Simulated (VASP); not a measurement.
Set up this calculation in VASP 6.6.1, as the native input.

```
Task                    : single point
Functional              : PBE
Potentials or basis     : VASP PAW PBE potentials, release 64 (Al, P)
Cutoff                  : 520 eV
k mesh                  : 18 × 12 × 8
Occupations             : gaussian, width 0.1 eV
Spin                    : no spin polarisation
Dipole correction       : no
k mesh for the DOS      : 27 × 18 × 12
Occupations for the DOS : tetrahedron
Further INCAR settings  : ALGO = Normal; EDIFF = 1e-06
```

Crystal: Al2P.

```
Al P
1.0
     2.75625    0.00000    0.00000
     0.00000    3.64202    0.00000
     0.00000    0.00000    6.04055
Al P
2 1
Direct
  0.50000 0.00000 0.22248
  0.50000 0.00000 0.77752
  0.50000 0.50000 0.50000
```

One way to write it, as run:

POSCAR

```
Al2P
1.0
    2.7562534186      0.0000000000      0.0000000000
    0.0000000000      3.6420220223      0.0000000000
    0.0000000000      0.0000000000      6.0405472199
Al P
2 1
Direct
    0.5000000000      0.0000000000      0.2224811008
    0.5000000000      0.0000000000      0.7775188992
    0.5000000000      0.5000000000      0.5000000000
```

INCAR.step1

```
SYSTEM = Al2P
PREC = Accurate
ENCUT = 520
EDIFF = 1E-6
ISMEAR = 0
SIGMA = 0.1
LREAL = .FALSE.
LASPH = .TRUE.
NELM = 80
ALGO = Normal
ISIF = 2
LWAVE = .FALSE.
LCHARG = .TRUE.
GGA = PE
NBANDS = 12
```

KPOINTS.step1

```
regular mesh
0
G
  18 12 8
  0 0 0
```

INCAR.step2

```
SYSTEM = Al2P
PREC = Accurate
ENCUT = 520
EDIFF = 1E-6
ISMEAR = -5
SIGMA = 0.1
LREAL = .FALSE.
LASPH = .TRUE.
NELM = 80
ALGO = Normal
ISIF = 2
LWAVE = .FALSE.
LCHARG = .FALSE.
GGA = PE
LORBIT = 11
NEDOS = 2001
ICHARG = 11
```

KPOINTS.step2

```
regular mesh
0
G
  27 18 12
  0 0 0
```

Potentials or basis: VASP PAW PBE potentials, release 64 (Al, P).

The run is started by

```bash
$ cat potpaw_PBE.64/Al/POTCAR potpaw_PBE.64/P/POTCAR > POTCAR
$ cp INCAR.step1 INCAR
$ cp KPOINTS.step1 KPOINTS
$ mpirun -np 1 vasp_std > vasp.out
$ cp INCAR.step2 INCAR
$ cp KPOINTS.step2 KPOINTS
$ mpirun -np 1 vasp_std > vasp.out
```

Results of the run:

```yaml
Valence_electrons_inside_the_program's_atomic_spheres: Al 0.78; P 2.47
```

Run time: 5.5 min on 1 thread of AMD EPYC 7R13 Processor (Zen 3) (shared host), peak memory 0.6 GiB.
